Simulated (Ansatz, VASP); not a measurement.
**Two plane-wave programs on Cs3Pt**

The input INCAR:

```
SYSTEM = Cs3Pt
ALGO = Normal
EDIFF = 1E-6
ENCUT = 520
GGA = PS
ISIF = 2
ISMEAR = 1
LASPH = .True.
LCHARG = .True.
LELF = .True.
LREAL = .False.
LVHAR = .True.
LWAVE = .False.
NBANDS = 26
NELM = 80
PREC = Accurate
SIGMA = 0.05
```

The input KPOINTS:

```
k-points
0
Gamma
  3 3 3
  0 0 0
```

POSCAR

```
Cs3Pt
1.0
    5.7776530000      0.0000000000      0.0000000000
    0.0000000000      5.7776530000      0.0000000000
    0.0000000000      0.0000000000      5.7776530000
Cs Pt
3 1
Direct
    0.0000000000      0.0000000000      0.5000000000
    0.0000000000      0.5000000000      0.0000000000
    0.5000000000      0.0000000000      0.0000000000
    0.5000000000      0.5000000000      0.5000000000
```

Input for Ansatz:

```yaml
crystal:
  lattice:
    - [5.777653, 0.0, 0.0]
    - [0.0, 5.777653, 0.0]
    - [0.0, 0.0, 5.777653]
  atoms:
    - { symbol: Cs, position: [0.0, 0.0, 0.5] }
    - { symbol: Cs, position: [0.0, 0.5, 0.0] }
    - { symbol: Cs, position: [0.5, 0.0, 0.0] }
    - { symbol: Pt, position: [0.5, 0.5, 0.5] }
basis:
  ecutwfc: 630.0
  xc_grid: 2
kpoints:
  mp_grid:
    grid: [3, 3, 3]
hamiltonian:
  xc: pbesol
scf:
  max_iter: 80
  occupations:
    method: cold
    width: 0.05
output:
  stress: true
```

Alike in both runs: task single point; functional PBEsol; k mesh 3 × 3 × 3; no spin polarisation.

|  | VASP | Ansatz |
| --- | --- | --- |
| version | VASP 6.6.1 | Ansatz 0.2.0 |
| potentials or method | VASP PAW PBE potentials, release 64 (Cs_sv, Pt), cutoff 520 eV | plane waves, PAW |
| occupations | methfessel-paxton of order 1, width 0.05 eV | cold, width 0.05 eV |
| valence electrons in the cell | 37 | 45 |

VASP gave:

- pressure (GPa): -1.1

Task: Estimate Ansatz's values.

Result: Pressure (GPa): -1.2.

VASP's potentials were made for PBE, not for PBEsol. VASP's potentials hold 37 valence electrons a cell and Ansatz's 45, so a difference there can come from the potentials and not from the codes.

The k mesh is coarse, so the values compare programs but aren't converged. Neither program's run includes spin-orbit coupling.
